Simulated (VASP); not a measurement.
A run of VASP 6.6.1 is set up as follows.

File INCAR:

```
SYSTEM = Br
  ALGO = Normal
  EDIFF = 1E-6
  ENCUT = 520
  ISIF = 2
  ISMEAR = -1
  LASPH = .True.
  LCHARG = .True.
  LELF = .True.
  LREAL = .False.
  LVHAR = .True.
  LWAVE = .False.
  NBANDS = 14
  NELM = 100
  PREC = Accurate
  SIGMA = 0.08
```

File KPOINTS:

```
k-points
0
Gamma
  11 11 11
  0 0 0
```

The input POSCAR:

```
Br
1.0
    0.0000000000      2.9139857676      2.9139857676
    2.9139857676      0.0000000000      2.9139857676
    2.9139857676      2.9139857676      0.0000000000
Br
2
Direct
   -0.1250000000     -0.1250000000     -0.1250000000
    0.1250000000      0.1250000000      0.1250000000
```

Potentials or basis: VASP PAW LDA potentials, release 64 (Br).

Launch:

```sh
$ cat potpaw_LDA.64/Br/POTCAR > POTCAR
$ mpirun -np 1 vasp_std > vasp.out
```

**Question.** What does it give for the pressure?

**Answer.** 25.1 GPa.

**Question.** Predict the band gap on the k mesh.

**Answer.** Zero (band 7 reaches 5.15 eV, above the bottom of band 8 at 1.81 eV).
